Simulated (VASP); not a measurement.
Runs of VASP 6.6.1 on Ir. The structure is that of space group P6_3/mmc (No. 194), or close to it. The cells are those of the table. 

```csv
task,level,cell,k mesh,cutoff (eV),grid for exact exchange (PRECFOCK),gap on the mesh (eV),pressure (GPa)
relaxation of cell and atoms,PBE,"relaxed to 5 GPa from a = 2.751, b = 2.751, c = 4.462 Å, angles 90.0, 90.0, 120.0°, 2 atoms",11 × 11 × 6,600,-,none,5.0
single point,PBEsol,"a = 2.751, b = 2.751, c = 4.641 Å, angles 90.0, 90.0, 120.0°, 2 atoms",9 × 9 × 5,520,-,none,(b)
single point,RPBE,"a = 2.760, b = 2.760, c = 4.471 Å, angles 90.0, 90.0, 120.0°, 2 atoms",11 × 11 × 6,520,-,none,0.3
relaxation of cell and atoms,PBE,"relaxed from a = 2.751, b = 2.751, c = 4.462 Å, angles 90.0, 90.0, 120.0°, 2 atoms",11 × 11 × 6,600,-,none,0.0
single point,PBEsol,"a = 2.708, b = 2.708, c = 4.391 Å, angles 90.0, 90.0, 120.0°, 2 atoms",11 × 11 × 6,500,-,none,6.1
single point,PBEsol,"a = 2.733, b = 2.733, c = 4.432 Å, angles 90.0, 90.0, 120.0°, 2 atoms",11 × 11 × 6,520,-,none,(a)
single point,PBE0,"a = 2.733, b = 2.733, c = 4.432 Å, angles 90.0, 90.0, 120.0°, 2 atoms",6 × 6 × 4,520,Normal,none,-6.1
single point,PBE,"a = 2.751, b = 2.751, c = 4.462 Å, angles 90.0, 90.0, 120.0°, 2 atoms",15 × 15 × 8,520,-,none,-1.0
```

Alike in all rows: potentials or basis VASP PAW PBE potentials, release 64 (Ir); no spin polarisation; smearing fermi-dirac 0.05 eV.

Estimate the missing entries.

(a) -4.7; (b) -22.7.

Caveats: some runs use coarse meshes; spin-orbit coupling is left out, which moves the levels of the heavy elements; the PAW data sets were made with another functional, which shifts forces and pressure a little (some runs); the cell is relaxed towards a set pressure, so the enthalpy falls and the energy may rise (some runs).

A k mesh can miss the band edges, and the runs leave out spin-orbit coupling on Ir.

A gap of «none» marks levels without a gap at the run's occupations.
